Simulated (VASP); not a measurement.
# Pd (I4/mmm) in VASP: single point with PBEsol

Aim: the single point of Pd with PBEsol.

Program: VASP 6.6.1. These are calculated values, not measurements. Logs are shortened: lines on timing, memory, paths and dates and some standing lists are left out, and cuts for length are marked.

## (1) The cell of the first run

Symmetry: I4/mmm, No. 139, tetragonal system. The conventional cell has a = 3.944 Å, b = 3.944 Å, c = 7.831 Å, α = 90.00°, β = 90.00°, γ = 90.00°. Within 5.2 Å of Pd (site symmetry 4/mmm) lie 12 Pd at 3.94 to 4.81 Å.

## (2) Single point, PBEsol

Input file INCAR:

```
PREC = Accurate ; ENCUT = 520
EDIFF = 1E-6 ; ISMEAR = -1
SIGMA = 0.1 ; LREAL = F
LASPH = T ; NELM = 60
ALGO = Normal ; ISIF = 2
LWAVE = F ; LCHARG = T
GGA = PS ; LELF = T
LVHAR = T ; NBANDS = 11
```

Input file KPOINTS:

```
Automatic mesh
0
Gamma
  8 8 8
```

Input file POSCAR:

```
Pd
1.0
   -1.9719360000      1.9719360000      3.9157340000
    1.9719360000     -1.9719360000      3.9157340000
    1.9719360000      1.9719360000     -3.9157340000
Pd
1
Direct
    0.0000000000      0.0000000000      0.0000000000
```

Potentials or basis: VASP PAW PBE potentials, release 64 (Pd).

The run is started by

```sh
cat potpaw_PBE.64/Pd/POTCAR > POTCAR
mpirun -np 1 vasp_std > vasp.out
```

OUTCAR:

```text
PREC = Accurate
   ENCUT = 520
   EDIFF = 1E-6
   ISMEAR = -1
   LREAL = F
   LASPH = T
   NELM = 60
   ISIF = 2
   GGA = PS

 ion  position               nearest neighbor table
   1  0.000  0.000  0.000-

  LATTYP: Found a body centered tetragonal cell.
 ALAT       =     3.9438720000
 C/A-ratio  =     1.9857307742

  Lattice vectors:

 A1 = (  -1.9719360000,   1.9719360000,   3.9157340000)
 A2 = (   1.9719360000,  -1.9719360000,   3.9157340000)
 A3 = (   1.9719360000,   1.9719360000,  -3.9157340000)

Analysis of symmetry for initial positions (statically):
=====================================================================
 Subroutine PRICEL returns:
 Original cell was already a primitive cell.

 Routine SETGRP: Setting up the symmetry group for a
 body centered tetragonal supercell.

 Subroutine GETGRP returns: Found 16 space group operations
 (whereof 16 operations were pure point group operations)
 out of a pool of 16 trial point group operations.

The static configuration has the point symmetry D_4h.

Analysis of symmetry for dynamics (positions and initial velocities):
=====================================================================
 Subroutine PRICEL returns:
 Original cell was already a primitive cell.

 Routine SETGRP: Setting up the symmetry group for a
 body centered tetragonal supercell.

 Subroutine GETGRP returns: Found 16 space group operations
 (whereof 16 operations were pure point group operations)
 out of a pool of 16 trial point group operations.

The dynamic configuration has the point symmetry D_4h.

 Subroutine INISYM returns: Found 16 space group operations
 (whereof 16 operations are pure point group operations),
 and found     1 'primitive' translations

----------------------------------------------------------------------------------------

                                     Primitive cell

  volume of cell :      60.9058

  direct lattice vectors                    reciprocal lattice vectors
    -1.971936000  1.971936000  3.915734000     0.000000000  0.253557925  0.127689981
     1.971936000 -1.971936000  3.915734000     0.253557925  0.000000000  0.127689981
     1.971936000  1.971936000 -3.915734000     0.253557925  0.253557925  0.000000000

  length of vectors
     4.807289874  4.807289874  4.807289874     0.283894967  0.283894967  0.358585056

  position of ions in fractional coordinates (direct lattice)
     0.000000000  0.000000000  0.000000000

  ion indices of the primitive-cell ions
   primitive index   ion index
                 1           1

----------------------------------------------------------------------------------------

 KPOINTS: Automatic mesh

Automatic generation of k-mesh.
 Grid dimensions read from file:
 generate k-points for:    8    8    8

 Generating k-lattice:

  Cartesian coordinates                     Fractional coordinates (reciprocal lattice)
     0.000000000  0.031694741  0.015961248     0.125000000  0.000000000  0.000000000
     0.031694741  0.000000000  0.015961248     0.000000000  0.125000000  0.000000000
     0.031694741  0.031694741  0.000000000     0.000000000  0.000000000  0.125000000

  Length of vectors
     0.035486871  0.035486871  0.044823132

  Shift w.r.t. Gamma in fractional coordinates (k-lattice)
     0.000000000  0.000000000  0.000000000

 Subroutine IBZKPT returns following result:
 ===========================================

 Found     59 irreducible k-points:

 Following reciprocal coordinates:
            Coordinates               Weight
  0.000000  0.000000  0.000000      1.000000
  0.125000 -0.000000  0.000000      8.000000
  0.250000 -0.000000  0.000000      8.000000
  0.375000  0.000000  0.000000      8.000000
  0.500000 -0.000000  0.000000      4.000000
  0.125000  0.125000  0.000000      8.000000
[... 16 lines left out ...]
  0.250000  0.125000  0.125000     16.000000
  0.375000  0.125000  0.125000      8.000000
 [... further k-points ...]
   k-points           NKPTS =     59   k-points in BZ     NKDIM =     59   number of bands    NBANDS=     11
   number of dos      NEDOS =    301   number of ions     NIONS =      1
   total plane-waves  NPLWV =  46656
   dimension x,y,z NGX =    36 NGY =   36 NGZ =   36
   dimension x,y,z NGXF=    72 NGYF=   72 NGZF=   72
   ions per type =               1
   NGX,Y,Z   is equivalent  to a cutoff of  12.45, 12.45, 12.45 a.u.
   NGXF,Y,Z  is equivalent  to a cutoff of  24.90, 24.90, 24.90 a.u.
 SYSTEM =  unknown system
   PREC   = accura    normal or accurate (medium, high low for compatibility)
   ISTART =      0    job   : 0-new  1-cont  2-samecut
   ICHARG =      2    charge: 1-file 2-atom 10-const
   ISPIN  =      1    spin polarized calculation?
   LNONCOLLINEAR =      F non collinear calculations
   LSORBIT =      F    spin-orbit coupling
   LASPH  =      T    aspherical Exc in radial PAW
   ENCUT  =  520.0 eV  38.22 Ry    6.18 a.u.   8.94  8.94  8.94*2*pi/ulx,y,z
   NELM   =     60;   NELMIN=  2; NELMDL= -5     # of ELM steps
   EDIFF  = 0.1E-05   stopping-criterion for ELM
   LREAL  =      F    real-space projection
   EDIFFG = 0.1E-04   stopping-criterion for IOM
   NSW    =      0    number of steps for IOM
   IBRION =     -1    ionic relax: 0-MD 1-quasi-New 2-CG
   NFREE  =      0    steps in history (QN), initial steepest desc. (CG)
   ISIF   =      2    stress and relaxation
   ISYM   =      2    0-nonsym 1-usesym 2-fastsym
   POTIM  = 0.5000    time-step for ionic-motion
   TEBEG  =    0.0;   TEEND  =   0.0 temperature during run
   PSTRESS=    0.0 pullay stress
   NELECT =      10.0000    total number of electrons
   NUPDOWN=      -1.0000    fix difference up-down
   EMIN   =  10.00;   EMAX   =-10.00  energy-range for DOS
   EFERMI =   0.00;   METHOD = LEGACY
   ISMEAR =    -1;   SIGMA  =   0.10  broadening in eV -4-tet -1-fermi 0-gaus
   EFERMI_NEDOS =   21; number of points for ismear=-14 and -15
   IALGO  =     38    algorithm
   IMIX   =      4    mixing-type and parameters
     AMIX     =   0.40;   BMIX     =  1.00
     AMIX_MAG =   1.60;   BMIX_MAG =  1.00
  volume/ion in A,a.u.               =      60.91       411.01
  Fermi-wavevector in a.u.,A,eV,Ry     =   0.896441  1.694029 10.933739  0.803607
  Thomas-Fermi vector in A             =   2.018900
   LORBIT       =      0    0 simple, 1 ext, 2 COOP (PROOUT), +10 PAW based schemes
   GGA     = PS    functional components
   LHFCALC =     F    Hartree Fock is set to
   AEXX    =    0.0000 exact exchange contribution
   IVDW    =     0    specifies the selected vdW correction
   LEPSILON=     F    determine dielectric tensor
   LRPA    =     F    only Hartree local field effects (RPA)
 non-spin polarized calculation
  energy-cutoff  :      520.00
  volume of cell :       60.91
 maximum number of plane-waves:      1662
   NGX = 17   NGY = 17   NGZ = 17

 number of electron      10.0000000 magnetization

 number of electron       9.9999998 magnetization

 Free energy of the ion-electron system (eV)
  ---------------------------------------------------
  ext. energy  EPLUGINS =         0.00000000
  ---------------------------------------------------
  free energy    TOTEN  =        -2.21690071 eV

  energy without entropy =       -2.08825389  energy(sigma->0) =       -2.15257730

 E-fermi :  -1.5020     XC(G=0):  -6.2781

 val. band max:       -1.5529151182   @ k =  -0.2500  -0.2500   0.1250
 cond. band min:      -1.4527716020   @ k =   0.2500   0.1250   0.0000
 fundamental gap:      0.1001435162
 Fermi energy:        -1.5020081482

 k-point     1 :       0.0000    0.0000    0.0000
  band No.  band energies     occupation
      1      -2.7725      1.99999
      2      -2.2463      1.99883
      3      -2.0267      1.98953
      4      -1.8401      1.93419
      5      -1.8401      1.93419
      6      -1.7141      1.78582
      7       6.8666      0.00000
      8       8.7421      0.00000
      9       8.7421      0.00000
     10       9.3637      0.00000
     11      10.6311      0.00000

 k-point     2 :       0.1250   -0.0000    0.0000
  band No.  band energies     occupation
      1      -2.5862      1.99996
      2      -2.2038      1.99821
      3      -2.0080      1.98739
      4      -1.8645      1.94806
      5      -1.8295      1.92715
      6      -1.7375      1.82662
      7       6.3800      0.00000
      8       7.2755      0.00000
      9       8.8067      0.00000
     10       9.3486      0.00000
     11      10.1959      0.00000

 k-point     3 :       0.2500   -0.0000    0.0000
  band No.  band energies     occupation
      1      -2.2948      1.99928
      2      -2.0265      1.98951
      3      -1.9027      1.96426
      4      -1.8149      1.91615
      5      -1.7822      1.88555
      6      -1.7738      1.87618
      7       4.6484      0.00000
      8       6.0202      0.00000
      9       8.3279      0.00000
     10       9.0022      0.00000
     11      10.6987      0.00000

 k-point     4 :       0.3750    0.0000    0.0000
  band No.  band energies     occupation
      1      -2.2395      1.99875
      2      -2.0874      1.99428
      3      -1.8576      1.94445
      4      -1.7798      1.88300
      5      -1.7682      1.86948
      6      -0.8185      0.00215
      7       2.5581      0.00000
      8       5.4831      0.00000
      9       7.7219      0.00000
     10       9.2821      0.00000
     11      10.8429      0.00000
[... 239 lines left out ...]
 k-point    22 :       0.1250    0.1250    0.1250
  band No.  band energies     occupation
      1      -1.9976      1.98602
      2      -1.9832      1.98387
      3      -1.9368      1.97446
      4      -1.9299      1.97266
      5      -1.8537      1.94231
      6      -1.2379      0.13312
      7       5.1221      0.00000
      8       5.3972      0.00000
      9       6.6557      0.00000
     10       8.6580      0.00000
     11       9.0058      0.00000

 k-point    23 :       0.2500    0.1250    0.1250
  band No.  band energies     occupation
      1      -2.0499      1.99168
      2      -2.0133      1.98803
      3      -1.9360      1.97427
      4      -1.8889      1.95907
      5      -1.7697      1.87136
      6      -0.2725      0.00001
      7       3.1923      0.00000
      8       5.4567      0.00000
      9       6.2962      0.00000
     10       8.1276      0.00000
     11       8.6128      0.00000

 k-point    24 :       0.3750    0.1250    0.1250
  band No.  band energies     occupation
      1      -2.0731      1.99340
      2      -2.0469      1.99144
      3      -1.9169      1.96894
      4      -1.8866      1.95815
      5      -1.7235      1.80315
      6       0.6944      0.00000
      7       1.8491      0.00000
      8       5.6869      0.00000
      9       6.0311      0.00000
     10       7.9757      0.00000
     11       8.1170      0.00000

 [... further k-points ...]
[... 5 lines left out ...]
  --------------------------------------------------------------------------------------
  -------------------------------------------------------------------------------------
  Total       -1.7246957     -1.7246957     -1.0795094      0.0000000      0.0000000      0.0000000
  in kB      -45.3695280    -45.3695280    -28.3973759      0.0000000      0.0000000      0.0000000
  external PRESSURE =     -39.7121440 kB  Pullay stress =       0.0000000 kB

 VOLUME and BASIS-vectors are now :
 -----------------------------------------------------------------------------
  energy-cutoff  :      520.00
  volume of cell :       60.91
      direct lattice vectors                 reciprocal lattice vectors
    -1.971936000  1.971936000  3.915734000     0.000000000  0.253557925  0.127689981
     1.971936000 -1.971936000  3.915734000     0.253557925  0.000000000  0.127689981
     1.971936000  1.971936000 -3.915734000     0.253557925  0.253557925  0.000000000

 POSITION                                       TOTAL-FORCE (eV/Angst)
 -----------------------------------------------------------------------------------
      0.00000      0.00000      0.00000         0.000000      0.000000     -0.000000
 -----------------------------------------------------------------------------------
    total drift:                               -0.000000      0.000000      0.000000

  FREE ENERGIE OF THE ION-ELECTRON SYSTEM (eV)
  ---------------------------------------------------
  free  energy   TOTEN  =        -2.2169007087 eV

  energy  without entropy=       -2.0882538851  energy(sigma->0) =       -2.15257730
```

Wall time 19 s (1 thread of Intel Xeon Platinum 8488C (Sapphire Rapids), shared host); peak memory 0.21 GiB.

Results:

```
Free energy            : -2.2169 eV
Pressure               : -4.0 GPa
Band gap on the k mesh : zero (band 5 reaches -1.57 eV, above the bottom of band 6 at -1.80 eV)
```

Stress tensor (GPa, compression positive):
```
-4.54  0.00  0.00
 0.00 -4.54  0.00
 0.00  0.00 -2.84
```

Levels at points of the mesh, in eV from the Fermi level:
| k point | band 2 | band 3 | band 4 | band 5 | band 6 | band 7 | band 8 | band 9 |
| --- | --- | --- | --- | --- | --- | --- | --- | --- |
| (0.00, 0.00, 0.00) | -0.74 | -0.52 | -0.34 | -0.34 | -0.21 | 8.37 | 10.24 | 10.24 |
| (0.50, 0.00, 0.00) | -0.61 | -0.38 | -0.26 | -0.23 | 1.76 | 2.61 | 6.79 | 9.03 |
| (0.50, 0.50, 0.00) | -0.61 | -0.37 | -0.27 | -0.07 | 3.55 | 3.94 | 5.60 | 6.81 |
| (0.50, 0.50, 0.50) | -0.80 | -0.23 | -0.23 | -0.20 | 0.95 | 2.34 | 8.54 | 8.54 |

Caveat: the PAW data sets were made with another functional, which shifts forces and pressure a little.
